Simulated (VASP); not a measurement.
# P (C2/m) in VASP: single point with PBE

Aim: the single point of P with PBE.

Program: VASP 6.6.1. These are calculated values, not measurements. Logs are shortened: lines on timing, memory, paths and dates and some standing lists are left out, and cuts for length are marked.

**1. The cell of the first run**

It takes space group C2/m (No. 12, monoclinic). Conventional cell: a = 6.342 Å, b = 3.180 Å, c = 3.825 Å, α = 90.00°, β = 125.16°, γ = 90.00°. P (site symmetry m) has 6 P at 2.18 to 2.83 Å within 2.9 Å.

**2. Single point, PBE (strained and its atoms moved)**

Input file INCAR:

```
SYSTEM = P
PREC     = Accurate       ! precision mode
ENCUT    = 520            ! plane-wave cutoff, eV
EDIFF    = 1E-6           ! SCF threshold, eV
ISMEAR   = 0              ! smearing method
SIGMA    = 0.1            ! smearing width, eV
LREAL    = .FALSE.        ! projectors in reciprocal space
LASPH    = .TRUE.         ! aspherical terms in the spheres
NELM     = 80             ! most SCF steps
ALGO     = Normal         ! electronic algorithm
ISIF     = 2              ! what is computed and relaxed
LWAVE    = .FALSE.        ! write WAVECAR
LCHARG   = .FALSE.        ! write CHGCAR
GGA      = PE             ! functional
NBANDS   = 12             ! bands
```

Input file KPOINTS:

```
Automatic mesh
0
G
  14 14 14
  0 0 0
```

Input file POSCAR:

```
P
1.0
   -1.5897657140      2.5616370013      1.8689759549
    1.5897657140     -2.6252872485      1.9550952058
    1.5897657140      2.6252872485     -1.9550952058
P
2
Direct
    0.7991317480      0.0549681549      0.7441635931
    0.2008682520      0.9450318451      0.2558364069
```

Potentials or basis: VASP PAW PBE potentials, release 64 (P).

Command:

```console
$ cat potpaw_PBE.64/P/POTCAR > POTCAR
$ mpirun -np 1 vasp_std > vasp.out
```

OUTCAR:

```text
SYSTEM = P
   PREC = Accurate
   ENCUT = 520
   EDIFF = 1E-6
   ISMEAR = 0
   LREAL = .FALSE.
   LASPH = .TRUE.
   NELM = 80
   ISIF = 2
   GGA = PE

 ion  position               nearest neighbor table
   1  0.799  0.055  0.744-   2 2.18   2 2.18   2 2.55   2 2.70   2 2.83   2 2.83
   2  0.201  0.945  0.256-   1 2.18   1 2.18   1 2.55   1 2.70   1 2.83   1 2.83

  LATTYP: Found a base centered monoclinic cell.
 ALAT       =     6.3419414209
 B/A-ratio  =     0.5013498576
 C/A-ratio  =     0.6030646749
 COS(beta)  =    -0.5758758714

  Lattice vectors:

 A1 = (  -1.5897657140,   2.5616370013,   1.8689759549)
 A2 = (   1.5897657140,   2.5616370013,   1.8689759549)
 A3 = (   0.0000000000,   0.0636502472,  -3.8240711607)

Analysis of symmetry for initial positions (statically):
=====================================================================
 Subroutine PRICEL returns:
 Original cell was already a primitive cell.

 Routine SETGRP: Setting up the symmetry group for a
 base centered monoclinic supercell.

 Subroutine GETGRP returns: Found  4 space group operations
 (whereof  4 operations were pure point group operations)
 out of a pool of  4 trial point group operations.

The static configuration has the point symmetry C_2h.

Analysis of symmetry for dynamics (positions and initial velocities):
=====================================================================
 Subroutine PRICEL returns:
 Original cell was already a primitive cell.

 Routine SETGRP: Setting up the symmetry group for a
 base centered monoclinic supercell.

 Subroutine GETGRP returns: Found  4 space group operations
 (whereof  4 operations were pure point group operations)
 out of a pool of  4 trial point group operations.

The dynamic configuration has the point symmetry C_2h.

 Subroutine INISYM returns: Found  4 space group operations
 (whereof  4 operations are pure point group operations),
 and found     1 'primitive' translations

----------------------------------------------------------------------------------------

                                     Primitive cell

  volume of cell :      31.5246

  direct lattice vectors                    reciprocal lattice vectors
    -1.589765714  2.561637001  1.868975955     0.000000000  0.197188721  0.264783543
     1.589765714 -2.625287248  1.955095206     0.314511752  0.004342946  0.261573697
     1.589765714  2.625287248 -1.955095206     0.314511752  0.192845776  0.003209846

  length of vectors
[... 91 lines left out ...]
   TEBEG  =    0.0;   TEEND  =   0.0 temperature during run
   PSTRESS=    0.0 pullay stress
   NELECT =      10.0000    total number of electrons
   NUPDOWN=      -1.0000    fix difference up-down
   EMIN   =  10.00;   EMAX   =-10.00  energy-range for DOS
   EFERMI =   0.00;   METHOD = LEGACY
   ISMEAR =     0;   SIGMA  =   0.10  broadening in eV -4-tet -1-fermi 0-gaus
   EFERMI_NEDOS =   21; number of points for ismear=-14 and -15
   IALGO  =     38    algorithm
   IMIX   =      4    mixing-type and parameters
     AMIX     =   0.40;   BMIX     =  1.00
     AMIX_MAG =   1.60;   BMIX_MAG =  1.00
  volume/ion in A,a.u.               =      15.76       106.37
  Fermi-wavevector in a.u.,A,eV,Ry     =   1.116499  2.109878 16.960628  1.246571
  Thomas-Fermi vector in A             =   2.253114
   LORBIT       =      0    0 simple, 1 ext, 2 COOP (PROOUT), +10 PAW based schemes
   GGA     = PE    functional components
   LHFCALC =     F    Hartree Fock is set to
   AEXX    =    0.0000 exact exchange contribution
   IVDW    =     0    specifies the selected vdW correction
   LEPSILON=     F    determine dielectric tensor
   LRPA    =     F    only Hartree local field effects (RPA)
 non-spin polarized calculation
 Gauss-broadening in eV      SIGMA  =   0.10
  energy-cutoff  :      520.00
  volume of cell :       31.52
 maximum number of plane-waves:       862
   NGX = 13   NGY = 13   NGZ = 13

 number of electron      10.0000000 magnetization

 Free energy of the ion-electron system (eV)
  ---------------------------------------------------
  ext. energy  EPLUGINS =         0.00000000
  ---------------------------------------------------
  free energy    TOTEN  =       -10.51823515 eV

  energy without entropy =      -10.51621316  energy(sigma->0) =      -10.51722415

 E-fermi :   9.0262     XC(G=0): -10.8541

 val. band max:        9.0115967079   @ k =   0.2857  -0.3571   0.0714
 cond. band min:       9.0373916788   @ k =  -0.3571   0.3571   0.0714
 fundamental gap:      0.0257949709
 Fermi energy:         9.0262196666

 k-point     1 :       0.0000    0.0000    0.0000
  band No.  band energies     occupation
      1      -7.5280      2.00000
      2       5.0951      2.00000
      3       5.4096      2.00000
      4       6.6934      2.00000
      5       7.1806      2.00000
      6       9.5576      0.00000
      7      12.0385      0.00000
      8      13.6427      0.00000
      9      14.8051      0.00000
     10      15.4584      0.00000
     11      15.4705      0.00000
     12      16.9539      0.00000
[... 331 lines left out ...]
 k-point    24 :       0.0714    0.1429   -0.0000
  band No.  band energies     occupation
      1      -6.8405      2.00000
      2       2.2007      2.00000
      3       5.0355      2.00000
      4       5.6360      2.00000
      5       8.1264      2.00000
      6      10.6961      0.00000
      7      11.3257      0.00000
      8      13.6883      0.00000
      9      13.8090      0.00000
     10      16.0900      0.00000
     11      16.6272      0.00000
     12      17.6821      0.00000

 [... further k-points ...]

------------------------ aborting loop because EDIFF is reached ----------------------------------------

  FORCE on cell =-STRESS in cart. coord.  units (eV):
  Direction    XX          YY          ZZ          XY          YZ          ZX
  --------------------------------------------------------------------------------------
  -------------------------------------------------------------------------------------
  Total        3.1456521     -0.5564360      1.0671311      0.0000000      0.2107827     -0.0000000
  in kB      159.8719614    -28.2798322     54.2349687      0.0000000     10.7126414     -0.0000000
  external PRESSURE =      61.9423660 kB  Pullay stress =       0.0000000 kB

 VOLUME and BASIS-vectors are now :
 -----------------------------------------------------------------------------
  energy-cutoff  :      520.00
  volume of cell :       31.52
      direct lattice vectors                 reciprocal lattice vectors
    -1.589765714  2.561637001  1.868975955     0.000000000  0.197188721  0.264783543
     1.589765714 -2.625287248  1.955095206     0.314511752  0.004342946  0.261573697
     1.589765714  2.625287248 -1.955095206     0.314511752  0.192845776  0.003209846

 POSITION                                       TOTAL-FORCE (eV/Angst)
 -----------------------------------------------------------------------------------
      0.00000      3.85642      0.14612        -0.000000     -0.090634     -0.362782
      1.58977     -1.29478      1.72286         0.000000      0.090634      0.362782
 -----------------------------------------------------------------------------------
    total drift:                               -0.000000      0.000000     -0.000000

  FREE ENERGIE OF THE ION-ELECTRON SYSTEM (eV)
  ---------------------------------------------------
  free  energy   TOTEN  =       -10.5182351492 eV

  energy  without entropy=      -10.5162131560  energy(sigma->0) =      -10.51722415
```

OSZICAR:

```text
N       E                     dE             d eps       ncg     rms          rms(c)
DAV:   1     0.195075738471E+02    0.19508E+02   -0.44831E+03 17872   0.720E+02
DAV:   2    -0.952438677765E+01   -0.29032E+02   -0.27706E+02 23320   0.113E+02
DAV:   3    -0.105701074657E+02   -0.10457E+01   -0.10404E+01 23188   0.202E+01
DAV:   4    -0.105765697268E+02   -0.64623E-02   -0.64601E-02 21284   0.192E+00
DAV:   5    -0.105766204597E+02   -0.50733E-04   -0.50732E-04 23276   0.165E-01    0.744E+00
DAV:   6    -0.105315337399E+02    0.45087E-01   -0.39109E-02 20936   0.112E+00    0.434E+00
DAV:   7    -0.105184419240E+02    0.13092E-01   -0.52253E-02 21660   0.134E+00    0.323E-01
DAV:   8    -0.105181740537E+02    0.26787E-03   -0.84979E-03 20108   0.606E-01    0.139E-01
DAV:   9    -0.105182139522E+02   -0.39899E-04   -0.35876E-04 22436   0.128E-01    0.759E-02
DAV:  10    -0.105182302800E+02   -0.16328E-04   -0.25441E-05 21692   0.330E-02    0.313E-02
DAV:  11    -0.105182348842E+02   -0.46042E-05   -0.54780E-06 21828   0.168E-02    0.313E-03
DAV:  12    -0.105182351492E+02   -0.26500E-06   -0.20313E-07 12124   0.278E-03
   1 F= -.10518235E+02 E0= -.10517224E+02  d E =-.202199E-02
```

stdout:

```text
POSCAR found type information on POSCAR P
 POSCAR found :  1 types and       2 ions
 scaLAPACK will be used
 LDA part: xc-table for (Slater+PW92), standard interpolation
 POSCAR, INCAR and KPOINTS ok, starting setup
 FFT: planning ... GRIDC
 FFT: planning ... GRID_SOFT
 FFT: planning ... GRID
 WAVECAR not read
 entering main loop
```

Run time: 2.9 min. Hardware: 1 thread of Intel Xeon Platinum 8488C (Sapphire Rapids), shared host; peak memory 0.32 GiB.

Results:

| Property | Result |
| --- | --- |
| Free energy | -10.5182 eV |
| Pressure | 6.2 GPa |
| Largest force | 0.374 eV/Å |
| Band gap on the k mesh | zero (bands 5 and 6 overlap by 1.38 eV) |

Forces on the atoms (eV/Å):
```
P    0.000 -0.091 -0.363
P    0.000  0.091  0.363
```

Stress tensor (GPa, compression positive):
```
15.99  0.00  0.00
 0.00 -2.83  1.07
 0.00  1.07  5.42
```

Caveat: the cell differs from its parent crystal (strained and its atoms moved); the cell stands under pressure.
